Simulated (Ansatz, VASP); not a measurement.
One calculation of SrO, two programs

Contents of INCAR:

```
SYSTEM = SrO
ALGO = Normal ; EDIFF = 1E-7
EDIFFG = -0.02 ; ENCUT = 600
GGA = RP ; IBRION = 2
ISIF = 3 ; ISMEAR = -1
LASPH = .True. ; LCHARG = .False.
LREAL = .False. ; LWAVE = .False.
NELM = 100 ; NSW = 80
PREC = Accurate ; SIGMA = 0.05
```

The input KPOINTS:

```
k-points
0
Gamma
  9 9 9
  0 0 0
```

Contents of POSCAR:

```
SrO
1.0
    0.0000000000      2.5663000000      2.5663000000
    2.5663000000      0.0000000000      2.5663000000
    2.5663000000      2.5663000000      0.0000000000
Sr O
1 1
Direct
    0.5000000000      0.5000000000      0.5000000000
    0.0000000000      0.0000000000      0.0000000000
```

The input input.yaml:

```yaml
crystal:
  lattice:
    - [0.0, 2.5663, 2.5663]
    - [2.5663, 0.0, 2.5663]
    - [2.5663, 2.5663, 0.0]
  atoms:
    - { symbol: Sr, position: [0.5, 0.5, 0.5] }
    - { symbol: O, position: [0.0, 0.0, 0.0] }
kpoints:
  mp_grid: { grid: [9, 9, 9] }
scf:
  occupations: { method: fermi_dirac, width: 0.05 }
hamiltonian:
  xc: rpbe
  pseudopotentials: { kind: all_electron, lapw: { basis_error: 0.001 } }
output:
  forces: true
  stress: true
relax:
  f_tol: 0.02
  max_steps: 60
  cell: {}
```

Alike in both runs: task relaxation of cell and atoms; functional RPBE; k mesh 9 × 9 × 9; occupations fermi-dirac, width 0.05 eV; no spin polarisation.

|  | VASP | Ansatz |
| --- | --- | --- |
| version | VASP 6.6.1 | Ansatz 0.2.0 |
| potentials or method | VASP PAW PBE potentials, release 64 (Sr_sv, O), cutoff 600 eV | all-electron LAPW, scalar-relativistic |

```csv
,VASP,Ansatz,Ansatz less VASP
relaxed volume (Å³/atom),18.25,18.16,-0.091
relaxed cell length with the largest relative difference (Å),3.724,3.717,-0.0062
```

VASP's potentials were made for PBE, not for RPBE. Ansatz ran all-electron here, and VASP with PAW potentials.
